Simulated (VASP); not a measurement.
# Cr (Im-3m) in VASP: notebook

The runs below take Cr through single point, with LDA.

All numbers are computed with VASP 6.6.1; they aren't measurements. Logs are shortened: lines on timing, memory, paths and dates and some standing lists are left out, and cuts for length are marked.

**1. The cell of the first run**

It takes space group Im-3m (No. 229, cubic). Conventional cell: a = 2.788 Å, b = 2.788 Å, c = 2.788 Å, α = 90.00°, β = 90.00°, γ = 90.00°. Cr (site symmetry m-3m) has 14 Cr at 2.41 to 2.79 Å within 3.2 Å.

**2. Single point, LDA**

File INCAR:

```
SYSTEM = Cr
PREC = Accurate
ENCUT = 520
EDIFF = 1E-7
ISMEAR = 1
SIGMA = 0.1
LREAL = .False.
LASPH = .True.
NELM = 60
ALGO = Normal
ISIF = 2
LWAVE = .False.
LCHARG = .False.
NBANDS = 12
```

File KPOINTS:

```
Automatic mesh
0
Gamma
  16 16 16
  0 0 0
```

File POSCAR:

```
Cr
1.0
   -1.3942485114      1.3942485114      1.3942485114
    1.3942485114     -1.3942485114      1.3942485114
    1.3942485114      1.3942485114     -1.3942485114
Cr
1
Direct
    0.0000000000      0.0000000000      0.0000000000
```

Potentials or basis: VASP PAW LDA potentials, release 64 (Cr_pv).

On the command line:

```console
cat potpaw_LDA.64/Cr_pv/POTCAR > POTCAR
mpirun -np 1 vasp_std > vasp.out
```

OUTCAR:

```text
SYSTEM = Cr
   PREC = Accurate
   ENCUT = 520
   EDIFF = 1E-7
   ISMEAR = 1
   LREAL = .False.
   LASPH = .True.
   NELM = 60
   ISIF = 2

 ion  position               nearest neighbor table
   1  0.000  0.000  0.000-

  LATTYP: Found a body centered cubic cell.
 ALAT       =     2.7884970228

  Lattice vectors:

 A1 = (  -1.3942485114,   1.3942485114,   1.3942485114)
 A2 = (   1.3942485114,  -1.3942485114,   1.3942485114)
 A3 = (   1.3942485114,   1.3942485114,  -1.3942485114)

Analysis of symmetry for initial positions (statically):
=====================================================================
 Subroutine PRICEL returns:
 Original cell was already a primitive cell.

 Routine SETGRP: Setting up the symmetry group for a
 body centered cubic supercell.

 Subroutine GETGRP returns: Found 48 space group operations
 (whereof 48 operations were pure point group operations)
 out of a pool of 48 trial point group operations.

The static configuration has the point symmetry O_h .

Analysis of symmetry for dynamics (positions and initial velocities):
=====================================================================
 Subroutine PRICEL returns:
 Original cell was already a primitive cell.

 Routine SETGRP: Setting up the symmetry group for a
 body centered cubic supercell.

 Subroutine GETGRP returns: Found 48 space group operations
 (whereof 48 operations were pure point group operations)
 out of a pool of 48 trial point group operations.

The dynamic configuration has the point symmetry O_h .

 Subroutine INISYM returns: Found 48 space group operations
 (whereof 48 operations are pure point group operations),
 and found     1 'primitive' translations

----------------------------------------------------------------------------------------

                                     Primitive cell

  volume of cell :      10.8413

  direct lattice vectors                    reciprocal lattice vectors
    -1.394248511  1.394248511  1.394248511     0.000000000  0.358616126  0.358616126
     1.394248511 -1.394248511  1.394248511     0.358616126  0.000000000  0.358616126
     1.394248511  1.394248511 -1.394248511     0.358616126  0.358616126  0.000000000

  length of vectors
     2.414909260  2.414909260  2.414909260     0.507159789  0.507159789  0.507159789

  position of ions in fractional coordinates (direct lattice)
     0.000000000  0.000000000  0.000000000

  ion indices of the primitive-cell ions
   primitive index   ion index
                 1           1

----------------------------------------------------------------------------------------

 KPOINTS: Automatic mesh

Automatic generation of k-mesh.
 Grid dimensions read from file:
 generate k-points for:   16   16   16

 Generating k-lattice:

  Cartesian coordinates                     Fractional coordinates (reciprocal lattice)
     0.000000000  0.022413508  0.022413508     0.062500000  0.000000000  0.000000000
     0.022413508  0.000000000  0.022413508     0.000000000  0.062500000  0.000000000
     0.022413508  0.022413508  0.000000000     0.000000000  0.000000000  0.062500000

  Length of vectors
     0.031697487  0.031697487  0.031697487

  Shift w.r.t. Gamma in fractional coordinates (k-lattice)
     0.000000000  0.000000000  0.000000000

 Subroutine IBZKPT returns following result:
 ===========================================

 Found    145 irreducible k-points:

 Following reciprocal coordinates:
            Coordinates               Weight
  0.000000  0.000000  0.000000      1.000000
  0.062500  0.000000  0.000000     12.000000
  0.125000  0.000000  0.000000     12.000000
  0.187500  0.000000  0.000000     12.000000
  0.250000  0.000000  0.000000     12.000000
  0.312500  0.000000  0.000000     12.000000
[... 16 lines left out ...]
  0.187500  0.187500  0.000000     24.000000
  0.250000  0.187500  0.000000     48.000000
 [... further k-points ...]
   k-points           NKPTS =    145   k-points in BZ     NKDIM =    145   number of bands    NBANDS=     12
   number of dos      NEDOS =    301   number of ions     NIONS =      1
   total plane-waves  NPLWV =   5832
   dimension x,y,z NGX =    18 NGY =   18 NGZ =   18
   dimension x,y,z NGXF=    36 NGYF=   36 NGZF=   36
   ions per type =               1
   NGX,Y,Z   is equivalent  to a cutoff of  12.39, 12.39, 12.39 a.u.
   NGXF,Y,Z  is equivalent  to a cutoff of  24.78, 24.78, 24.78 a.u.
 SYSTEM =  Cr
   PREC   = accura    normal or accurate (medium, high low for compatibility)
   ISTART =      0    job   : 0-new  1-cont  2-samecut
   ICHARG =      2    charge: 1-file 2-atom 10-const
   ISPIN  =      1    spin polarized calculation?
   LNONCOLLINEAR =      F non collinear calculations
   LSORBIT =      F    spin-orbit coupling
   LASPH  =      T    aspherical Exc in radial PAW
   ENCUT  =  520.0 eV  38.22 Ry    6.18 a.u.   4.49  4.49  4.49*2*pi/ulx,y,z
   NELM   =     60;   NELMIN=  2; NELMDL= -5     # of ELM steps
   EDIFF  = 0.1E-06   stopping-criterion for ELM
   LREAL  =      F    real-space projection
   EDIFFG = 0.1E-05   stopping-criterion for IOM
   NSW    =      0    number of steps for IOM
   IBRION =     -1    ionic relax: 0-MD 1-quasi-New 2-CG
   NFREE  =      0    steps in history (QN), initial steepest desc. (CG)
   ISIF   =      2    stress and relaxation
   ISYM   =      2    0-nonsym 1-usesym 2-fastsym
   POTIM  = 0.5000    time-step for ionic-motion
   TEBEG  =    0.0;   TEEND  =   0.0 temperature during run
   PSTRESS=    0.0 pullay stress
   NELECT =      12.0000    total number of electrons
   NUPDOWN=      -1.0000    fix difference up-down
   EMIN   =  10.00;   EMAX   =-10.00  energy-range for DOS
   EFERMI =   0.00;   METHOD = LEGACY
   ISMEAR =     1;   SIGMA  =   0.10  broadening in eV -4-tet -1-fermi 0-gaus
   EFERMI_NEDOS =   21; number of points for ismear=-14 and -15
   IALGO  =     38    algorithm
   IMIX   =      4    mixing-type and parameters
     AMIX     =   0.40;   BMIX     =  1.00
     AMIX_MAG =   1.60;   BMIX_MAG =  1.00
  volume/ion in A,a.u.               =      10.84        73.16
  Fermi-wavevector in a.u.,A,eV,Ry     =   1.693460  3.200176 39.018901  2.867808
  Thomas-Fermi vector in A             =   2.774862
   LORBIT       =      0    0 simple, 1 ext, 2 COOP (PROOUT), +10 PAW based schemes
   GGA     = CA    functional components
   LHFCALC =     F    Hartree Fock is set to
   AEXX    =    0.0000 exact exchange contribution
   IVDW    =     0    specifies the selected vdW correction
   LEPSILON=     F    determine dielectric tensor
   LRPA    =     F    only Hartree local field effects (RPA)
 non-spin polarized calculation
 Methfessel and Paxton  Order N= 1 SIGMA  =   0.10
  energy-cutoff  :      520.00
  volume of cell :       10.84
 maximum number of plane-waves:       321
 NGX is ok and might be reduce to    18
   NGX =  9   NGY =  9   NGZ =  9

 number of electron      12.0000011 magnetization

 Free energy of the ion-electron system (eV)
  ---------------------------------------------------
  ext. energy  EPLUGINS =         0.00000000
  ---------------------------------------------------
  free energy    TOTEN  =       -10.62992669 eV

  energy without entropy =      -10.62919293  energy(sigma->0) =      -10.62968210

 E-fermi :  11.6877     XC(G=0): -14.3775

 val. band max:       11.6875603001   @ k =  -0.1875   0.1875   0.1250
 cond. band min:      11.6905455197   @ k =  -0.3125   0.3125   0.1875
 fundamental gap:      0.0029852196
 Fermi energy:        11.6877345228

 k-point     1 :       0.0000    0.0000    0.0000
  band No.  band energies     occupation
      1     -30.5149      2.00000
      2     -30.5149      2.00000
      3     -30.5149      2.00000
      4       3.7268      2.00000
      5      10.7233      2.00000
      6      10.7233      2.00000
      7      10.7233      2.00000
      8      12.9017     -0.00000
      9      12.9017     -0.00000
     10      17.1141      0.00000
     11      34.5532      0.00000
     12      34.5532      0.00000

 k-point     2 :       0.0625    0.0000    0.0000
  band No.  band energies     occupation
      1     -30.5611      2.00000
      2     -30.5288      2.00000
      3     -30.5152      2.00000
      4       3.9091      2.00000
      5      10.6499      2.00000
      6      10.7113      2.00000
      7      10.8512      2.00000
      8      12.8188     -0.00000
      9      12.9067     -0.00000
     10      17.1140      0.00000
     11      34.2094      0.00000
     12      34.5211      0.00000

 k-point     3 :       0.1250    0.0000    0.0000
  band No.  band energies     occupation
      1     -30.6916      2.00000
      2     -30.5682      2.00000
      3     -30.5162      2.00000
      4       4.4333      2.00000
      5      10.4455      2.00000
      6      10.6498      2.00000
      7      11.2242      2.00000
      8      12.6413     -0.00000
      9      12.9249     -0.00000
     10      17.1139      0.00000
     11      33.1908      0.00000
     12      34.2619      0.00000
[... 286 lines left out ...]
 k-point    23 :       0.1875    0.1875    0.0000
  band No.  band energies     occupation
      1     -31.2988      2.00000
      2     -30.7838      2.00000
      3     -30.5969      2.00000
      4       7.3094      2.00000
      5       9.5337      2.00000
      6       9.8715      2.00000
      7      12.4037     -0.00000
      8      13.3021     -0.00000
      9      14.1339      0.00000
     10      17.1137      0.00000
     11      28.2837      0.00000
     12      29.1254      0.00000

 k-point    24 :       0.2500    0.1875    0.0000
  band No.  band energies     occupation
      1     -31.4143      2.00000
      2     -30.8784      2.00000
      3     -30.6118      2.00000
      4       7.8050      2.00000
      5       9.2976      2.00000
      6      10.0150      2.00000
      7      12.5534     -0.00000
      8      13.4047     -0.00000
      9      15.2748      0.00000
     10      17.1137      0.00000
     11      26.2892      0.00000
     12      27.9203      0.00000

 [... further k-points ...]

------------------------ aborting loop because EDIFF is reached ----------------------------------------

  FORCE on cell =-STRESS in cart. coord.  units (eV):
  Direction    XX          YY          ZZ          XY          YZ          ZX
  --------------------------------------------------------------------------------------
  -------------------------------------------------------------------------------------
  Total       -0.0031813     -0.0031813     -0.0031813     -0.0000000      0.0000000     -0.0000000
  in kB       -0.4701483     -0.4701483     -0.4701483     -0.0000000      0.0000000     -0.0000000
  external PRESSURE =      -0.4701483 kB  Pullay stress =       0.0000000 kB

 VOLUME and BASIS-vectors are now :
 -----------------------------------------------------------------------------
  energy-cutoff  :      520.00
  volume of cell :       10.84
      direct lattice vectors                 reciprocal lattice vectors
    -1.394248511  1.394248511  1.394248511     0.000000000  0.358616126  0.358616126
     1.394248511 -1.394248511  1.394248511     0.358616126  0.000000000  0.358616126
     1.394248511  1.394248511 -1.394248511     0.358616126  0.358616126  0.000000000

 POSITION                                       TOTAL-FORCE (eV/Angst)
 -----------------------------------------------------------------------------------
      0.00000      0.00000      0.00000         0.000000      0.000000     -0.000000
 -----------------------------------------------------------------------------------
    total drift:                                0.000000      0.000000      0.000000

  FREE ENERGIE OF THE ION-ELECTRON SYSTEM (eV)
  ---------------------------------------------------
  free  energy   TOTEN  =       -10.6299266889 eV

  energy  without entropy=      -10.6291929298  energy(sigma->0) =      -10.62968210
```

Wall time 8.5 s (1 thread of Intel Xeon Platinum 8488C (Sapphire Rapids), shared host); peak memory 0.12 GiB.

What came out:

* Free energy: -10.6299 eV
* Pressure: 0.0 GPa
* Band gap on the k mesh: zero (band 6 reaches 14.43 eV, above the bottom of band 7 at 10.72 eV)

Caveat: the run has no spin polarisation, though such a crystal can be magnetic.

(Continued in part 2 of 2.)
